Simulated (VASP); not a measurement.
# NiO (Fm-3m) in VASP: notebook

NiO is run at these levels: PBEsol; tasks: relaxation of cell and atoms, single point.

All numbers are computed with VASP 6.6.1; they aren't measurements. Logs are shortened: lines on timing, memory, paths and dates and some standing lists are left out, and cuts for length are marked.

### 1 The cell of the first run

Symmetry: Fm-3m, No. 225, cubic system. The conventional cell has a = 4.143 Å, b = 4.143 Å, c = 4.143 Å, α = 90.00°, β = 90.00°, γ = 90.00°. Ni (site symmetry m-3m) has 6 O at 2.07 Å within 2.7 Å. Within 2.7 Å of O (site symmetry m-3m) lie 6 Ni at 2.07 Å.

### 2 Relaxation of cell and atoms, PBEsol, collinear spin, ferromagnetic start, target pressure -2 GPa, at which the enthalpy is minimised

INCAR reads:

```
PREC     = Accurate       # precision mode
ENCUT    = 600            # plane-wave cutoff, eV
EDIFF    = 1E-6           # SCF threshold, eV
ISMEAR   = 0              # smearing method
SIGMA    = 0.1            # smearing width, eV
LREAL    = F              # projectors in reciprocal space
LASPH    = T              # aspherical terms in the spheres
NELM     = 150            # most SCF steps
ALGO     = Normal         # electronic algorithm
ISIF     = 3              # what is computed and relaxed
LWAVE    = F              # write WAVECAR
LCHARG   = F              # write CHGCAR
ISPIN    = 2              # spin polarisation
MAGMOM   = 1.14 0.2       # initial moments
LORBIT   = 11             # projections on sites
LMAXMIX  = 4              # l up to which the mixer works
GGA      = PS             # functional
IBRION   = 2              # ionic algorithm
NSW      = 70             # ionic steps
EDIFFG   = -0.008         # ionic threshold
PSTRESS  = -20.0
```

KPOINTS reads:

```
Automatic mesh
0
Gamma
  18 18 18
```

POSCAR reads:

```
NiO
1.0
    0.0000000000      2.0713097493      2.0713097493
    2.0713097493      0.0000000000      2.0713097493
    2.0713097493      2.0713097493      0.0000000000
Ni O
1 1
Direct
    0.0000000000      0.0000000000      0.0000000000
    0.5000000000      0.5000000000      0.5000000000
```

Potentials or basis: VASP PAW PBE potentials, release 64 (Ni, O).

The run is started by

```console
$ cat potpaw_PBE.64/Ni/POTCAR potpaw_PBE.64/O/POTCAR > POTCAR
$ mpirun -np 1 vasp_std > vasp.out
```

OUTCAR:

```text
PREC = Accurate
   ENCUT = 600
   EDIFF = 1E-6
   ISMEAR = 0
   LREAL = F
   LASPH = T
   NELM = 150
   ISIF = 3
   ISPIN = 2
   LORBIT = 11
   GGA = PS
   IBRION = 2
   NSW = 70
   EDIFFG = -0.008
   PSTRESS = -20.0

 ion  position               nearest neighbor table
   1  0.000  0.000  0.000-   2 2.07   2 2.07   2 2.07   2 2.07   2 2.07   2 2.07
   2  0.500  0.500  0.500-   1 2.07   1 2.07   1 2.07   1 2.07   1 2.07   1 2.07

  LATTYP: Found a face centered cubic cell.
 ALAT       =     4.1426194986

  Lattice vectors:

 A1 = (   0.0000000000,   2.0713097493,   2.0713097493)
 A2 = (   2.0713097493,   0.0000000000,   2.0713097493)
 A3 = (   2.0713097493,   2.0713097493,   0.0000000000)

Analysis of symmetry for initial positions (statically):
=====================================================================
 Subroutine PRICEL returns:
 Original cell was already a primitive cell.

 Routine SETGRP: Setting up the symmetry group for a
 face centered cubic supercell.

 Subroutine GETGRP returns: Found 48 space group operations
 (whereof 48 operations were pure point group operations)
 out of a pool of 48 trial point group operations.

The static configuration has the point symmetry O_h .

Analysis of symmetry for dynamics (positions and initial velocities):
=====================================================================
 Subroutine PRICEL returns:
 Original cell was already a primitive cell.

 Routine SETGRP: Setting up the symmetry group for a
 face centered cubic supercell.

 Subroutine GETGRP returns: Found 48 space group operations
 (whereof 48 operations were pure point group operations)
 out of a pool of 48 trial point group operations.

The dynamic configuration has the point symmetry O_h .

Analysis of structural, dynamic, and magnetic symmetry:
=====================================================================
 Subroutine PRICEL returns:
 Original cell was already a primitive cell.

 Routine SETGRP: Setting up the symmetry group for a
 face centered cubic supercell.

 Subroutine GETGRP returns: Found 48 space group operations
 (whereof 48 operations were pure point group operations)
 out of a pool of 48 trial point group operations.

The overall configuration has the point symmetry O_h .

 Subroutine INISYM returns: Found 48 space group operations
 (whereof 48 operations are pure point group operations),
 and found     1 'primitive' translations

----------------------------------------------------------------------------------------

                                     Primitive cell

  volume of cell :      17.7732

  direct lattice vectors                    reciprocal lattice vectors
     0.000000000  2.071309749  2.071309749    -0.241393157  0.241393157  0.241393157
     2.071309749  0.000000000  2.071309749     0.241393157 -0.241393157  0.241393157
     2.071309749  2.071309749  0.000000000     0.241393157  0.241393157 -0.241393157

  length of vectors
     2.929274339  2.929274339  2.929274339     0.418105213  0.418105213  0.418105213

  position of ions in fractional coordinates (direct lattice)
     0.000000000  0.000000000  0.000000000
     0.500000000  0.500000000  0.500000000

  ion indices of the primitive-cell ions
   primitive index   ion index
                 1           1
                 2           2

----------------------------------------------------------------------------------------

 KPOINTS: Automatic mesh

Automatic generation of k-mesh.
 Grid dimensions read from file:
 generate k-points for:   18   18   18

 Generating k-lattice:

  Cartesian coordinates                     Fractional coordinates (reciprocal lattice)
    -0.013410731  0.013410731  0.013410731     0.055555556  0.000000000  0.000000000
     0.013410731 -0.013410731  0.013410731     0.000000000  0.055555556  0.000000000
     0.013410731  0.013410731 -0.013410731     0.000000000  0.000000000  0.055555556

  Length of vectors
     0.023228067  0.023228067  0.023228067

  Shift w.r.t. Gamma in fractional coordinates (k-lattice)
     0.000000000  0.000000000  0.000000000

 Subroutine IBZKPT returns following result:
 ===========================================

 Found    195 irreducible k-points:

 Following reciprocal coordinates:
            Coordinates               Weight
  0.000000  0.000000  0.000000      1.000000
  0.055556  0.000000  0.000000      8.000000
  0.111111  0.000000  0.000000      8.000000
  0.166667  0.000000  0.000000      8.000000
  0.222222  0.000000  0.000000      8.000000
  0.277778  0.000000  0.000000      8.000000
[... 16 lines left out ...]
 -0.277778  0.055556  0.000000     24.000000
 -0.222222  0.055556  0.000000     24.000000
 [... further k-points ...]
   k-points           NKPTS =    195   k-points in BZ     NKDIM =    195   number of bands    NBANDS=     13
   number of dos      NEDOS =    301   number of ions     NIONS =      2
   total plane-waves  NPLWV =  13824
   dimension x,y,z NGX =    24 NGY =   24 NGZ =   24
   dimension x,y,z NGXF=    48 NGYF=   48 NGZF=   48
   ions per type =               1   1
   NGX,Y,Z   is equivalent  to a cutoff of  13.62, 13.62, 13.62 a.u.
   NGXF,Y,Z  is equivalent  to a cutoff of  27.24, 27.24, 27.24 a.u.
 SYSTEM =  unknown system
   PREC   = accura    normal or accurate (medium, high low for compatibility)
   ISTART =      0    job   : 0-new  1-cont  2-samecut
   ICHARG =      2    charge: 1-file 2-atom 10-const
   ISPIN  =      2    spin polarized calculation?
   LNONCOLLINEAR =      F non collinear calculations
   LSORBIT =      F    spin-orbit coupling
   LASPH  =      T    aspherical Exc in radial PAW
   ENCUT  =  600.0 eV  44.10 Ry    6.64 a.u.   5.85  5.85  5.85*2*pi/ulx,y,z
   NELM   =    150;   NELMIN=  2; NELMDL= -5     # of ELM steps
   EDIFF  = 0.1E-05   stopping-criterion for ELM
   LREAL  =      F    real-space projection
   EDIFFG = -.8E-02   stopping-criterion for IOM
   NSW    =     70    number of steps for IOM
   IBRION =      2    ionic relax: 0-MD 1-quasi-New 2-CG
   NFREE  =      1    steps in history (QN), initial steepest desc. (CG)
   ISIF   =      3    stress and relaxation
   ISYM   =      2    0-nonsym 1-usesym 2-fastsym
   POTIM  = 0.5000    time-step for ionic-motion
   TEBEG  =    0.0;   TEEND  =   0.0 temperature during run
   PSTRESS=  -20.0 pullay stress
   NELECT =      16.0000    total number of electrons
   NUPDOWN=      -1.0000    fix difference up-down
   EMIN   =  10.00;   EMAX   =-10.00  energy-range for DOS
   EFERMI =   0.00;   METHOD = LEGACY
   ISMEAR =     0;   SIGMA  =   0.10  broadening in eV -4-tet -1-fermi 0-gaus
   EFERMI_NEDOS =   21; number of points for ismear=-14 and -15
   IALGO  =     38    algorithm
   IMIX   =      4    mixing-type and parameters
     AMIX     =   0.40;   BMIX     =  1.00
     AMIX_MAG =   1.60;   BMIX_MAG =  1.00
  volume/ion in A,a.u.               =       8.89        59.97
  Fermi-wavevector in a.u.,A,eV,Ry     =   1.580738  2.987161 33.997303  2.498731
  Thomas-Fermi vector in A             =   2.680920
   LORBIT       =     11    0 simple, 1 ext, 2 COOP (PROOUT), +10 PAW based schemes
   GGA     = PS    functional components
   LHFCALC =     F    Hartree Fock is set to
   AEXX    =    0.0000 exact exchange contribution
   IVDW    =     0    specifies the selected vdW correction
   LEPSILON=     F    determine dielectric tensor
   LRPA    =     F    only Hartree local field effects (RPA)
 conjugate gradient relaxation of ions
 spin polarized calculation
 Gauss-broadening in eV      SIGMA  =   0.10
  energy-cutoff  :      600.00
  volume of cell :       17.77
 maximum number of plane-waves:       609
   NGX = 11   NGY = 11   NGZ = 11

--------------------------------------- Ionic step        1  -------------------------------------------

 number of electron      15.9999991 magnetization       1.2849341

 Free energy of the ion-electron system (eV)
  ---------------------------------------------------
  ext. energy  EPLUGINS =         0.00000000
  ---------------------------------------------------
  free energy    TOTEN  =       -12.39699043 eV

  energy without entropy =      -12.38841720  energy(sigma->0) =      -12.39270381

------------------------ aborting loop because EDIFF is reached ----------------------------------------

  FORCE on cell =-STRESS in cart. coord.  units (eV):
  Direction    XX          YY          ZZ          XY          YZ          ZX
  --------------------------------------------------------------------------------------
  -------------------------------------------------------------------------------------
  Total       -0.4512027     -0.4512027     -0.4512027     -0.0000000     -0.0000000      0.0000000
  in kB      -40.6740220    -40.6740220    -40.6740220     -0.0000000     -0.0000000      0.0000000
  external PRESSURE =     -20.6740220 kB  Pullay stress =     -20.0000000 kB
[... 61 lines left out ...]
  enthalpy is  TOTEN    =       -12.6198869779 eV   P V=       -0.2182011423

--------------------------------------- Ionic step        3  -------------------------------------------

 number of electron      15.9999988 magnetization       1.2304344

 Free energy of the ion-electron system (eV)
  ---------------------------------------------------
  ext. energy  EPLUGINS =         0.00000000
  ---------------------------------------------------
  free energy    TOTEN  =       -12.40083320 eV

  energy without entropy =      -12.39201114  energy(sigma->0) =      -12.39642217

 E-fermi :   8.2845     XC(G=0): -13.1544

 val. band max:        8.2793743794   @ k =  -0.3333   0.4444   0.1111
 cond. band min:       8.2848618621   @ k =   0.3889   0.1667   0.0556
 fundamental gap:      0.0054874826
 Fermi energy:         8.2845358362

 spin component 1

 k-point     1 :       0.0000    0.0000    0.0000
  band No.  band energies     occupation
      1     -12.4872      1.00000
      2       5.0000      1.00000
      3       5.0000      1.00000
      4       5.0000      1.00000
      5       5.6035      1.00000
      6       5.6035      1.00000
      7       5.8154      1.00000
      8       5.8154      1.00000
      9       5.8154      1.00000
     10       9.9283      0.00000
     11      25.9936      0.00000
     12      27.3655      0.00000
     13      27.3655      0.00000
[... 353 lines left out ...]
 k-point    24 :      -0.2222    0.0556    0.0000
  band No.  band energies     occupation
      1     -11.8261      1.00000
      2       1.8531      1.00000
      3       3.0205      1.00000
      4       3.2878      1.00000
      5       6.1374      1.00000
      6       6.1568      1.00000
      7       6.5461      1.00000
      8       7.3891      1.00000
      9       7.9674      1.00000
     10      12.6498      0.00000
     11      20.7197      0.00000
     12      24.2042      0.00000
     13      25.1410      0.00000

 [... further k-points ...]

 spin component 2

 k-point     1 :       0.0000    0.0000    0.0000
  band No.  band energies     occupation
      1     -12.2014      1.00000
      2       5.3368      1.00000
      3       5.3368      1.00000
      4       5.3369      1.00000
      5       6.4556      1.00000
      6       6.4557      1.00000
      7       6.4557      1.00000
      8       7.2555      1.00000
      9       7.2555      1.00000
     10      10.1754      0.00000
     11      25.9710      0.00000
     12      27.5529      0.00000
     13      27.5529      0.00000
[... 397 lines left out ...]
  FREE ENERGIE OF THE ION-ELECTRON SYSTEM (eV)
  ---------------------------------------------------
  free  energy   TOTEN  =       -12.4008331980 eV

  energy  without entropy=      -12.3920111362  energy(sigma->0) =      -12.39642217

  enthalpy is  TOTEN    =       -12.6201823086 eV   P V=       -0.2193491106

 reached required accuracy - stopping structural energy minimisation

 total charge

# of ion       s       p       d       tot
------------------------------------------
    1        0.345   0.432   8.324   9.101
    2        1.554   3.391   0.000   4.945
--------------------------------------------------
tot          1.900   3.823   8.324  14.046

 magnetization (x)

# of ion       s       p       d       tot
------------------------------------------
    1        0.010   0.013   1.009   1.032
    2        0.023   0.147   0.000   0.170
--------------------------------------------------
tot          0.033   0.160   1.009   1.202
```

It took 93 s on 1 thread of AMD EPYC 9R45 (Zen 5), shared host; peak memory 0.2 GiB.

Results:

```yaml
Free_energy: -12.4008 eV
Relaxed_volume: 8.79 Å³/atom
Relaxed_cell: a = 2.918 Å, b = 2.918 Å, c = 2.918 Å, α = 60.00°, β = 60.00°, γ = 60.00°
Space_group_after_relaxing_to_0.1_Å: Fm-3m (No. 225)
Energy_change_on_relaxing_the_run_minimises_the_enthalpy: -1.9 meV/atom
Ionic_steps: 3
Pressure_after_relaxing: -2.0 GPa
Net_moment: 1.23 μB per cell
Site_moments: Ni +1.03; O +0.17 μB
Valence_electrons_inside_the_program's_atomic_spheres: Ni 9.10; O 4.95
```

The path:
| step | energy change (eV) | largest force (eV/Å) | pressure (GPa) | volume (Å³) |
| --- | --- | --- | --- | --- |
| 1 | 0.0000 | 0.0000 | -4.07 | 17.77 |
| 2 | -0.0047 | 0.0000 | -0.95 | 17.48 |
| 3 | -0.0038 | 0.0000 | -1.99 | 17.57 |

Final structure:
```
CELL_PARAMETERS angstrom
0.00000 2.06346 2.06346
2.06346 0.00000 2.06346
2.06346 2.06346 0.00000
ATOMIC_POSITIONS crystal
Ni 0.00000 0.00000 0.00000
O 0.50000 0.50000 0.50000
```

Caveat: the cell is relaxed towards a set pressure, so the run minimises the enthalpy, not the energy; the PAW data sets were made with another functional, which shifts forces and pressure a little; a cell with one magnetic atom can't hold antiferromagnetic order, which such compounds often take; semilocal functionals often make such compounds metallic where correlation or magnetic order opens a gap, which also shifts bond lengths. With open d or f shells a metallic result of PBEsol can be an artefact of self-interaction; +U or a hybrid may open a gap.

### 3 Single point, PBEsol, collinear spin, ferromagnetic start

This run uses another cell than the first one, of 8.65 Å³/atom.

INCAR reads:

```
SYSTEM = NiO
PREC = Accurate
ENCUT = 1340
EDIFF = 1E-6
ISMEAR = 0
SIGMA = 0.1
LREAL = .False.
LASPH = .True.
NELM = 200
ALGO = Normal
ISIF = 2
LWAVE = .False.
LCHARG = .True.
ISPIN = 2
MAGMOM = 1.07 0.18
LORBIT = 11
LMAXMIX = 4
GGA = PS
LELF = .True.
LVHAR = .True.
NBANDS = 23
GGA_COMPAT = .False.
```

KPOINTS reads:

```
regular mesh
0
Gamma
  8 8 8
  0 0 0
```

POSCAR reads:

```
NiO
1.0
    0.0000000000      2.0528784395      2.0528784395
    2.0528784395      0.0000000000      2.0528784395
    2.0528784395      2.0528784395      0.0000000000
Ni O
1 1
Direct
    0.0000000000      0.0000000000      0.0000000000
    0.5000000000      0.5000000000      0.5000000000
```

Potentials or basis: VASP PAW PBE potentials, release 64 (Ni_sv_GW, O_h).

The run is started by

```console
$ cat potpaw_PBE.64/Ni_sv_GW/POTCAR potpaw_PBE.64/O_h/POTCAR > POTCAR
$ mpirun -np 1 vasp_std > vasp.out
```

Wall time 94 s (1 thread of AMD EPYC 9R45 (Zen 5), shared host); peak memory 0.27 GiB.

Results (log left out):

- Free energy: -13.3368 eV
- Pressure: 0.2 GPa
- Net moment: 0.99 μB per cell
- Site moments: Ni +0.84; O +0.10 μB
- Valence electrons inside the program's atomic spheres: Ni 16.24; O 3.32

Levels at points of the mesh, in eV from the Fermi level:
Spin up:
| k point | band 9 | band 10 | band 11 | band 12 | band 13 | band 14 | band 15 | band 16 | band 17 | band 18 |
| --- | --- | --- | --- | --- | --- | --- | --- | --- | --- | --- |
| (0.00, 0.00, 0.00) | -2.54 | -2.54 | -2.43 | -2.43 | -2.43 | 1.66 | 17.61 | 19.08 | 19.08 | 19.08 |
| (0.50, 0.00, 0.00) | -1.56 | -1.56 | -1.09 | 0.77 | 0.77 | 5.45 | 10.29 | 14.16 | 14.16 | 21.77 |
| (0.50, 0.50, 0.00) | -3.49 | -2.13 | -1.47 | -1.24 | -1.24 | 6.36 | 10.63 | 12.31 | 17.00 | 17.00 |
Spin down:
```tsv
k point	band 8	band 9	band 10	band 11	band 12	band 13	band 14	band 15	band 16	band 17
(0.00, 0.00, 0.00)	-3.19	-1.91	-1.91	-1.91	-1.19	-1.19	1.86	17.60	19.24	19.24
(0.50, 0.00, 0.00)	-5.62	-0.94	-0.94	-0.55	1.84	1.84	5.56	10.57	14.33	14.33
(0.50, 0.50, 0.00)	-4.59	-3.05	-0.73	-0.66	-0.66	-0.08	6.62	10.83	12.51	17.22
```

Caveat: the PAW data sets were made with another functional, which shifts forces and pressure a little; a cell with one magnetic atom can't hold antiferromagnetic order, which such compounds often take; semilocal functionals often make such compounds metallic where correlation or magnetic order opens a gap, which also shifts bond lengths. With open d or f shells a metallic result of PBEsol can be an artefact of self-interaction; +U or a hybrid may open a gap.
